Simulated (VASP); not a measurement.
MgI2, 3 atoms in the cell. It takes space group P-3m1 (No. 164, trigonal). Conventional cell: a = 4.195 Å, b = 4.195 Å, c = 6.862 Å, α = 90.00°, β = 90.00°, γ = 120.00°. Within 3.9 Å of Mg (site symmetry -3m) lie 6 I at 2.94 Å. Within 3.9 Å of I (site symmetry 3m) lie 3 Mg at 2.94 Å.  This cell differs from its parent crystal: equal xx and yy strain of +1 %.

- Program: VASP 6.6.1
- Task: single point
- Functional: PBEsol
- Potentials or basis: VASP PAW PBE potentials, release 64 (Mg, I)
- Cutoff: 520 eV
- k mesh: 7 × 7 × 4
- Occupations: fermi-dirac, width 0.03 eV
- Spin: no spin polarisation
- Dipole correction: no
- Further INCAR settings: ALGO = Normal; EDIFF = 1e-06; NBANDS = 15

Potentials or basis: VASP PAW PBE potentials, release 64 (Mg, I).

Launch:

```console
$ cat potpaw_PBE.64/Mg/POTCAR potpaw_PBE.64/I/POTCAR > POTCAR
$ mpirun -np 1 vasp_std > vasp.out
```

Hardware: 1 thread of Intel(R) Xeon(R) Platinum 8375C CPU @ 2.90GHz (Ice Lake), on a shared host.

Task: How long does it take, and how much memory?

Result: It took 31 s on 1 thread of Intel(R) Xeon(R) Platinum 8375C CPU @ 2.90GHz (Ice Lake), on a shared host, peak memory 0.24 GiB. Counts: scf iterations 12, k points 28.
